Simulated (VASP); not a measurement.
CdF2:

```
Cd F
1.0
     0.00000    2.69418    2.69418
     2.69418    0.00000    2.69418
     2.69418    2.69418    0.00000
Cd F
1 2
Cartesian
  0.0000 0.0000 0.0000
  1.3471 1.3471 1.3471
  4.0413 4.0413 4.0413
```

Base run:

| Quantity | Value |
| --- | --- |
| Program | VASP 6.6.1 |
| Functional | PBE |
| Potentials or basis | VASP PAW PBE potentials, release 64 (Cd, F) |
| Cutoff | 520 eV |
| k mesh | 6 × 6 × 6 |
| Occupations | gaussian, width 0.01 eV |
| Spin | no spin polarisation |

Its results: band gap on the k mesh 3.09 eV (least direct gap 3.57 eV); pressure 6.2 GPa.

After a change of settings the same cell gave: band gap on the k mesh 5.86 eV (least direct gap 6.49 eV); pressure 0.5 GPa. Which change was it?
A. further incar settings from ALGO = Normal; EDIFF = 1e-07; NBANDS = 20 to ALGO = Normal; EDIFF = 1e-06; NBANDS = 20
B. further incar settings from ALGO = Normal; EDIFF = 1e-07; NBANDS = 20 to ALGO = Normal; EDIFF = 1e-06; NBANDS = 20; ISYM = 0
C. functional from PBE to PBE-based screened hybrid with 50 % exact exchange; k mesh from 6 × 6 × 6 to 4 × 4 × 4
D. occupations from gaussian, width 0.01 eV to gaussian, width 0.2 eV; further incar settings from ALGO = Normal; EDIFF = 1e-07; NBANDS = 20 to ALGO = Normal; EDIFF = 1e-06; NBANDS = 20

C.

Caveats: some runs use coarse meshes; the cell stands under pressure (at least some runs); the PAW data sets were made with another functional, which shifts forces and pressure a little (at least some runs).
